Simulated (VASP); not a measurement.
BaTiO3:

```
CELL_PARAMETERS angstrom
4.00600 0.00000 0.00000
0.00000 4.00600 0.00000
0.00000 0.00000 4.00600
ATOMIC_POSITIONS crystal
Ba 0.50000 0.50000 0.50000
Ti 0.00000 0.00000 0.00000
O 0.50000 0.00000 0.00000
O 0.00000 0.50000 0.00000
O 0.00000 0.00000 0.50000
```

Base run:

```yaml
Program: VASP 6.6.1
Functional: PBEsol
Potentials_or_basis: VASP PAW PBE potentials, release 64 (Ba_sv, Ti_sv, O_h)
Cutoff: 1340 eV
k_mesh: 4 × 4 × 4, shifted
Occupations: gaussian, width 0.01 eV
Spin: no spin polarisation
```

Its results: band gap on the k mesh 2.40 eV (least direct gap 2.70 eV); pressure -3.0 GPa.

Task: After a change of settings the same cell gave: band gap on the k mesh 2.46 eV (least direct gap 2.77 eV); pressure 7.5 GPa. Which change was it?
A. functional from PBEsol to PBE
B. functional from PBEsol to revPBE
C. functional from PBEsol to RPBE

Result: C.

RPBE binds less tightly than PBEsol, so the same cell stands under more pressure.

Caveats: the PAW data sets were made with another functional, which shifts forces and pressure a little; spin-orbit coupling is left out, which moves the levels of the heavy elements; a shifted mesh leaves out Γ, where band edges can lie; the cell stands under pressure (at least some runs).
